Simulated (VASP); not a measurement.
A run of VASP 6.6.1:

The input INCAR:

```
SYSTEM = Sn
PREC = Accurate
ENCUT = 520
EDIFF = 1E-7
ISMEAR = 0
SIGMA = 0.02
LREAL = .False.
LASPH = .True.
NELM = 80
ALGO = Fast
ISIF = 2
LWAVE = .False.
LCHARG = .True.
GGA = CA
LELF = .True.
LVHAR = .True.
NBANDS = 13
```

Contents of KPOINTS:

```
Automatic mesh
0
Gamma
  10 10 10
  0 0 0
```

Contents of POSCAR:

```
Sn
1.0
   -1.8946518192      1.8946518192      1.8946518192
    1.8946518192     -1.8946518192      1.8946518192
    1.8946518192      1.8946518192     -1.8946518192
Sn
1
Direct
    0.0000000000      0.0000000000      0.0000000000
```

Potentials or basis: VASP PAW LDA potentials, release 64 (Sn_d).

Launch:

```bash
$ cat potpaw_LDA.64/Sn_d/POTCAR > POTCAR
$ mpirun -np 1 vasp_std > vasp.out
```

Hardware: 1 thread of Intel(R) Xeon(R) Platinum 8488C (Sapphire Rapids) (shared host).

Q: How long does it take, and how much memory?

A: Run time: 6.7 s on 1 thread of Intel(R) Xeon(R) Platinum 8488C (Sapphire Rapids), with other jobs on the host, peak memory 0.13 GiB. Counts: scf iterations 13, k points 47.
